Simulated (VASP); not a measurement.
Si2BO3, 6 atoms in the cell. Symmetry: P4mm, No. 99, tetragonal system. The conventional cell has a = 3.871 Å, b = 3.871 Å, c = 4.859 Å, α = 90.00°, β = 90.00°, γ = 90.00°. Within 2.2 Å of Si (site symmetry 2mm) lie 3 O at 1.66 to 1.99 Å. B (site symmetry 4mm) has 4 O at 1.94 Å and 4 Si at 2.45 Å within 2.6 Å. Within 2.6 Å of O (site symmetry 4mm) lie 4 Si at 1.99 Å. O (site symmetry 2mm) has 1 Si at 1.66 Å and 2 B at 1.94 Å within 2.2 Å. 

| Item | Value |
| --- | --- |
| Program | VASP 6.6.1 |
| Task | single point |
| Functional | PBE |
| Potentials or basis | VASP PAW PBE potentials, release 64 (Si, B, O) |
| Cutoff | 520 eV |
| k mesh | 4 × 4 × 4 |
| Occupations | gaussian, width 0.1 eV |
| Spin | collinear spin, ferromagnetic start |
| Starting moments | [0.0, 0.0, 0.0, 1.0, 1.0, 1.0] μB |
| Dipole correction | no |
| Further INCAR settings | ALGO = Normal; EDIFF = 1e-06; NBANDS = 28 |

Potentials or basis: VASP PAW PBE potentials, release 64 (Si, B, O).

Launch:

```bash
$ cat potpaw_PBE.64/Si/POTCAR potpaw_PBE.64/B/POTCAR potpaw_PBE.64/O/POTCAR > POTCAR
$ mpirun -np 1 vasp_std > vasp.out
```

Hardware: 1 thread of Intel(R) Xeon(R) Platinum 8259CL CPU @ 2.50GHz (Skylake/Cascade Lake) (shared host).

Question: Estimate the wall time of this run.

Answer: Wall time 62 s on 1 thread of Intel(R) Xeon(R) Platinum 8259CL CPU @ 2.50GHz (Skylake/Cascade Lake), on a shared host, peak memory 0.22 GiB. Counts: scf iterations 15, k points 18.
